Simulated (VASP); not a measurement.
**HfB2: single point with r2SCAN**

Crystal: HfB2.

```
CELL_PARAMETERS angstrom
3.03267 0.04128 -0.07770
-1.48058 2.67630 -0.00393
-0.08630 -0.05486 3.56818
ATOMIC_POSITIONS crystal
Hf 0.00000 0.00000 0.00000
B 0.33333 0.66667 0.50000
B 0.66667 0.33333 0.50000
```

* Program: VASP 6.6.1
* Task: single point
* Functional: r2SCAN
* Potentials or basis: VASP PAW PBE potentials, release 64 (Hf_pv, B)
* Cutoff: 550 eV
* k mesh: 3 × 3 × 2, shifted
* Occupations: methfessel-paxton, width 0.1 eV
* Spin: no spin polarisation

```
Pressure               : 4.5 GPa
Largest force          : 0.048 eV/Å
Band gap on the k mesh : 1.86 eV, indirect (least direct gap 2.09 eV)
```

Forces on the atoms (eV/Å):
```
Hf   0.000  0.000  0.000
B    0.019 -0.044  0.008
B   -0.019  0.044 -0.008
```

Stress tensor (GPa, compression positive):
```
14.83 -7.41 13.30
-7.41 -1.12  7.70
13.30  7.70 -0.32
```

Levels at points of the mesh, in eV from the valence-band top:
```tsv
k point	band 4	band 5	band 6	band 7	band 8	band 9	band 10	band 11	band 12	band 13
(0.00, 0.00, 0.25)	-13.55	-6.47	-1.99	-1.61	0.00	2.09	2.24	3.16	3.64	6.33
```

It took 45 s on 1 thread of Intel Xeon 8259CL, on a shared host, peak memory 0.15 GiB.

Caveat: the k points lie up to 0.88 Å⁻¹ apart; the PAW data sets were made with another functional, which shifts forces and pressure a little; spin-orbit coupling is left out, which moves the levels of the heavy elements. A k mesh can miss the band edges.
